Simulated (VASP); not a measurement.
# PtSe2 in VASP: single point with PBE+D3(BJ)

Aim: the single point of PtSe2 with PBE+D3(BJ).

Program: VASP 6.6.1. These are calculated values, not measurements. Logs are shortened: lines on timing, memory, paths and dates and some standing lists are left out, and cuts for length are marked.

## 1. The cell of the first run

The cell holds a slab with vacuum, 6 atoms: a = 3.707 Å, b = 3.707 Å, c = 22.798 Å, α = 90.00°, β = 90.00°, γ = 120.00°.

## 2. Single point, PBE+D3(BJ)

INCAR reads:

```
SYSTEM = PtSe2
PREC = Accurate ; ENCUT = 520
EDIFF = 1E-6 ; ISMEAR = 0
SIGMA = 0.05 ; LREAL = .FALSE.
LASPH = .TRUE. ; NELM = 80
ALGO = Normal ; ISIF = 2
LWAVE = .FALSE. ; LCHARG = .TRUE.
LDIPOL = .TRUE. ; IDIPOL = 3
DIPOL = 0.5 0.5 0.391 ; GGA = PE
IVDW = 12 ; LELF = .TRUE.
LVHAR = .TRUE. ; LVACPOTAV = .TRUE.
NBANDS = 31
```

KPOINTS reads:

```
regular mesh
0
G
  9 9 1
  0 0 0
```

POSCAR reads:

```
PtSe2
1.0
    3.7070358307      0.0000000000      0.0000000000
   -1.8535179153      3.2103872021      0.0000000000
    0.0000000000      0.0000000000     22.7981611688
Se Pt
4 2
Direct
    0.6666666667      0.3333333333      0.1973843402
    0.3333333333      0.6666666667      0.3135814565
    0.6666666667      1.3333333333      0.4675412418
    1.0000000000      1.0000000000      0.5837383581
    0.0000000000      0.0000000000      0.2554828983
    1.3333333333      1.6666666667      0.5256398000
```

Potentials or basis: VASP PAW PBE potentials, release 64 (Se, Pt).

Run with:

```console
$ cat potpaw_PBE.64/Se/POTCAR potpaw_PBE.64/Pt/POTCAR > POTCAR
$ mpirun -np 1 vasp_std > vasp.out
```

OUTCAR:

```text
SYSTEM = PtSe2
   PREC = Accurate
   ENCUT = 520
   EDIFF = 1E-6
   ISMEAR = 0
   LREAL = .FALSE.
   LASPH = .TRUE.
   NELM = 80
   ISIF = 2
   GGA = PE
   IVDW = 12
 IVDW          = 12

 ion  position               nearest neighbor table
   1  0.667  0.333  0.197-   5 2.52   5 2.52   5 2.52
   2  0.333  0.667  0.314-   5 2.52   5 2.52   5 2.52
   3  0.667  0.333  0.468-   6 2.52   6 2.52   6 2.52
   4  0.000  0.000  0.584-   6 2.52   6 2.52   6 2.52
   5  0.000  0.000  0.255-   1 2.52   1 2.52   1 2.52   2 2.52   2 2.52   2 2.52
   6  0.333  0.667  0.526-   4 2.52   4 2.52   4 2.52   3 2.52   3 2.52   3 2.52

  LATTYP: Found a hexagonal cell.
 ALAT       =     3.7070358307
 C/A-ratio  =     6.1499705452

  Lattice vectors:

 A1 = (   3.7070358307,   0.0000000000,   0.0000000000)
 A2 = (  -1.8535179153,   3.2103872021,   0.0000000000)
 A3 = (   0.0000000000,   0.0000000000,  22.7981611688)

Analysis of symmetry for initial positions (statically):
=====================================================================
 Subroutine PRICEL returns:
 Original cell was already a primitive cell.

 Routine SETGRP: Setting up the symmetry group for a
 hexagonal supercell.

 Subroutine GETGRP returns: Found  6 space group operations
 (whereof  6 operations were pure point group operations)
 out of a pool of 24 trial point group operations.

The static configuration has the point symmetry C_3v.

Analysis of symmetry for dynamics (positions and initial velocities):
=====================================================================
 Subroutine PRICEL returns:
 Original cell was already a primitive cell.

 Routine SETGRP: Setting up the symmetry group for a
 hexagonal supercell.

 Subroutine GETGRP returns: Found  6 space group operations
 (whereof  6 operations were pure point group operations)
 out of a pool of 24 trial point group operations.

The dynamic configuration has the point symmetry C_3v.

 Subroutine INISYM returns: Found  6 space group operations
 (whereof  6 operations are pure point group operations),
 and found     1 'primitive' translations

----------------------------------------------------------------------------------------

                                     Primitive cell

  volume of cell :     271.3214

  direct lattice vectors                    reciprocal lattice vectors
     3.707035831  0.000000000  0.000000000     0.269757306  0.155744453  0.000000000
    -1.853517915  3.210387202  0.000000000     0.000000000  0.311488907  0.000000000
     0.000000000  0.000000000 22.798161169     0.000000000  0.000000000  0.043863187

  length of vectors
     3.707035831  3.707035831 22.798161169     0.311488907  0.311488907  0.043863187

  position of ions in fractional coordinates (direct lattice)
     0.666666667  0.333333333  0.197384340
     0.333333333  0.666666667  0.313581457
     0.666666667  0.333333333  0.467541242
     0.000000000  0.000000000  0.583738358
     0.000000000  0.000000000  0.255482898
     0.333333333  0.666666667  0.525639800

  ion indices of the primitive-cell ions
   primitive index   ion index
                 1           1
                 2           2
                 3           3
                 4           4
                 5           5
                 6           6

----------------------------------------------------------------------------------------

 KPOINTS: regular mesh

Automatic generation of k-mesh.
 Grid dimensions read from file:
 generate k-points for:    9    9    1

 Generating k-lattice:

  Cartesian coordinates                     Fractional coordinates (reciprocal lattice)
     0.029973034  0.017304939  0.000000000     0.111111111  0.000000000  0.000000000
     0.000000000  0.034609879  0.000000000     0.000000000  0.111111111  0.000000000
     0.000000000  0.000000000  0.043863187     0.000000000  0.000000000  1.000000000

  Length of vectors
     0.034609879  0.034609879  0.043863187

  Shift w.r.t. Gamma in fractional coordinates (k-lattice)
     0.000000000  0.000000000  0.000000000

 Subroutine IBZKPT returns following result:
 ===========================================

 Found     12 irreducible k-points:

 Following reciprocal coordinates:
            Coordinates               Weight
  0.000000  0.000000  0.000000      1.000000
  0.111111  0.000000  0.000000      6.000000
  0.222222 -0.000000  0.000000      6.000000
  0.333333  0.000000  0.000000      6.000000
  0.444444 -0.000000  0.000000      6.000000
  0.111111  0.111111  0.000000      6.000000
  0.222222  0.111111  0.000000     12.000000
  0.333333  0.111111  0.000000     12.000000
  0.444444  0.111111  0.000000      6.000000
  0.222222  0.222222  0.000000      6.000000
  0.333333  0.222222  0.000000     12.000000
  0.333333  0.333333  0.000000      2.000000
   k-points           NKPTS =     12   k-points in BZ     NKDIM =     12   number of bands    NBANDS=     31
   number of dos      NEDOS =    301   number of ions     NIONS =      6
   total plane-waves  NPLWV = 141120
   dimension x,y,z NGX =    28 NGY =   28 NGZ =  180
   dimension x,y,z NGXF=    56 NGYF=   56 NGZF=  360
   ions per type =               4   2
   NGX,Y,Z   is equivalent  to a cutoff of  12.56, 12.56, 13.13 a.u.
   NGXF,Y,Z  is equivalent  to a cutoff of  25.11, 25.11, 26.25 a.u.
 SYSTEM =  PtSe2
   PREC   = accura    normal or accurate (medium, high low for compatibility)
   ISTART =      0    job   : 0-new  1-cont  2-samecut
   ICHARG =      2    charge: 1-file 2-atom 10-const
   ISPIN  =      1    spin polarized calculation?
   LNONCOLLINEAR =      F non collinear calculations
   LSORBIT =      F    spin-orbit coupling
   LASPH  =      T    aspherical Exc in radial PAW
   ENCUT  =  520.0 eV  38.22 Ry    6.18 a.u.   6.89  6.89 42.39*2*pi/ulx,y,z
   NELM   =     80;   NELMIN=  2; NELMDL= -5     # of ELM steps
   EDIFF  = 0.1E-05   stopping-criterion for ELM
   LREAL  =      F    real-space projection
   EDIFFG = 0.1E-04   stopping-criterion for IOM
   NSW    =      0    number of steps for IOM
   IBRION =     -1    ionic relax: 0-MD 1-quasi-New 2-CG
   NFREE  =      0    steps in history (QN), initial steepest desc. (CG)
   ISIF   =      2    stress and relaxation
   ISYM   =      2    0-nonsym 1-usesym 2-fastsym
   POTIM  = 0.5000    time-step for ionic-motion
   TEBEG  =    0.0;   TEEND  =   0.0 temperature during run
   PSTRESS=    0.0 pullay stress
   NELECT =      44.0000    total number of electrons
   NUPDOWN=      -1.0000    fix difference up-down
   EMIN   =  10.00;   EMAX   =-10.00  energy-range for DOS
   EFERMI =   0.00;   METHOD = LEGACY
   ISMEAR =     0;   SIGMA  =   0.05  broadening in eV -4-tet -1-fermi 0-gaus
   EFERMI_NEDOS =   21; number of points for ismear=-14 and -15
   IALGO  =     38    algorithm
   IMIX   =      4    mixing-type and parameters
     AMIX     =   0.40;   BMIX     =  1.00
     AMIX_MAG =   1.60;   BMIX_MAG =  1.00
  volume/ion in A,a.u.               =      45.22       305.16
  Fermi-wavevector in a.u.,A,eV,Ry     =   0.892752  1.687058 10.843938  0.797007
  Thomas-Fermi vector in A             =   2.014742
   LORBIT       =      0    0 simple, 1 ext, 2 COOP (PROOUT), +10 PAW based schemes
   GGA     = PE    functional components
   LHFCALC =     F    Hartree Fock is set to
   AEXX    =    0.0000 exact exchange contribution
   IVDW    =    12    specifies the selected vdW correction
   LEPSILON=     F    determine dielectric tensor
   LRPA    =     F    only Hartree local field effects (RPA)
 non-spin polarized calculation
 Gauss-broadening in eV      SIGMA  =   0.05
  energy-cutoff  :      520.00
  volume of cell :      271.32
 maximum number of plane-waves:      7334
 NGX is ok and might be reduce to    28
   NGX = 13   NGY = 13   NGZ = 85

 number of electron      44.0000001 magnetization

 dipolmoment           0.000000      0.000000     -0.001850 electrons x Angstroem

 Free energy of the ion-electron system (eV)
  ---------------------------------------------------
  ext. energy  EPLUGINS =         0.00000000
  ---------------------------------------------------
  free energy    TOTEN  =       -28.58099210 eV

  energy without entropy =      -28.58099210  energy(sigma->0) =      -28.58099210

 E-fermi :  -0.2620     XC(G=0):  -5.5142

 val. band max:       -0.4817452438   @ k =   0.1111   0.1111   0.0000
 cond. band min:       0.5477719809   @ k =   0.2222  -0.0000   0.0000
 fundamental gap:      1.0295172247
 Fermi energy:        -0.2620082198

 k-point     1 :       0.0000    0.0000    0.0000
  band No.  band energies     occupation
      1     -14.7604      2.00000
      2     -14.7066      2.00000
      3     -13.0194      2.00000
      4     -12.9200      2.00000
      5      -5.9928      2.00000
      6      -5.7894      2.00000
[... 23 lines left out ...]
     30       4.8166      0.00000
     31       4.9790      0.00000

 k-point     2 :       0.1111    0.0000    0.0000
  band No.  band energies     occupation
      1     -14.6278      2.00000
      2     -14.5744      2.00000
      3     -13.0216      2.00000
      4     -12.9294      2.00000
      5      -5.8957      2.00000
      6      -5.8030      2.00000
[... 23 lines left out ...]
     30       5.5307      0.00000
     31       5.6033      0.00000

 k-point     3 :       0.2222   -0.0000    0.0000
  band No.  band energies     occupation
      1     -14.2609      2.00000
      2     -14.2093      2.00000
      3     -13.0306      2.00000
      4     -12.9569      2.00000
      5      -5.8898      2.00000
      6      -5.7841      2.00000
[... 295 lines left out ...]
     30       6.9899      0.00000
     31       7.3912      0.00000

 k-point    12 :       0.3333    0.3333    0.0000
  band No.  band energies     occupation
      1     -13.0903      2.00000
      2     -13.0735      2.00000
      3     -13.0649      2.00000
      4     -13.0476      2.00000
      5      -5.9866      2.00000
      6      -5.9613      2.00000
[... 23 lines left out ...]
     30       7.3090      0.00000
     31       7.3929      0.00000

------------------------ aborting loop because EDIFF is reached ----------------------------------------

 Edisp (eV)   -2.06376

 E8    (eV) :    -0.9152

  FORCE on cell =-STRESS in cart. coord.  units (eV):
  Direction    XX          YY          ZZ          XY          YZ          ZX
  --------------------------------------------------------------------------------------
  -------------------------------------------------------------------------------------
  Total      -0.16543    -0.16543    -0.83022    -0.00000    -0.00000     0.00000
  in kB      -0.97689    -0.97689    -4.90255    -0.00000    -0.00000     0.00000
  external pressure =       -2.29 kB  Pullay stress =        0.00 kB

 VOLUME and BASIS-vectors are now :
 -----------------------------------------------------------------------------
  energy-cutoff  :      520.00
  volume of cell :      271.32
      direct lattice vectors                 reciprocal lattice vectors
     3.707035831  0.000000000  0.000000000     0.269757306  0.155744453  0.000000000
    -1.853517915  3.210387202  0.000000000     0.000000000  0.311488907  0.000000000
     0.000000000  0.000000000 22.798161169     0.000000000  0.000000000  0.043863187

 POSITION                                       TOTAL-FORCE (eV/Angst)
 -----------------------------------------------------------------------------------
      1.85352      1.07013      4.50000         0.000000     -0.000000     -0.002475
     -0.00000      2.14026      7.14908         0.000000     -0.000000      0.085114
      1.85352      1.07013     10.65908        -0.000000     -0.000000     -0.096713
      0.00000      0.00000     13.30816        -0.000000      0.000000     -0.002014
      0.00000      0.00000      5.82454        -0.000000      0.000000      0.083373
     -0.00000      2.14026     11.98362         0.000000      0.000000     -0.067285
 -----------------------------------------------------------------------------------
    total drift:                                0.000000     -0.000000      0.000309

  FREE ENERGIE OF THE ION-ELECTRON SYSTEM (eV)
  ---------------------------------------------------
  free  energy   TOTEN  =       -30.6447551382 eV

  energy  without entropy=      -30.6447551382  energy(sigma->0) =      -30.64475514

 vacuum level on the upper side and lower side of the slab         4.962         4.990
```

Run time: 90 s. Hardware: 1 thread of Intel Xeon 6975P-C (Granite Rapids), shared host; peak memory 0.4 GiB.

What came out:

```
Free energy                : -30.6448 eV
Largest force              : 0.097 eV/Å
Band gap on the k mesh     : 1.03 eV, indirect (least direct gap 1.24 eV)
Dispersion energy per atom : -0.344 eV
```

Forces on the atoms (eV/Å):
```
Se   0.000  0.000 -0.002
Se   0.000  0.000  0.085
Se   0.000  0.000 -0.097
Se   0.000  0.000 -0.002
Pt   0.000  0.000  0.083
Pt   0.000  0.000 -0.067
```

Levels at points of the mesh, in eV from the valence-band top:
```tsv
k point	band 20	band 21	band 22	band 23	band 24	band 25
(0.00, 0.00, 0.00)	-0.23	-0.18	-0.18	2.72	2.72	2.78
```

Caveat: spin-orbit coupling is left out, which moves the levels of the heavy elements.
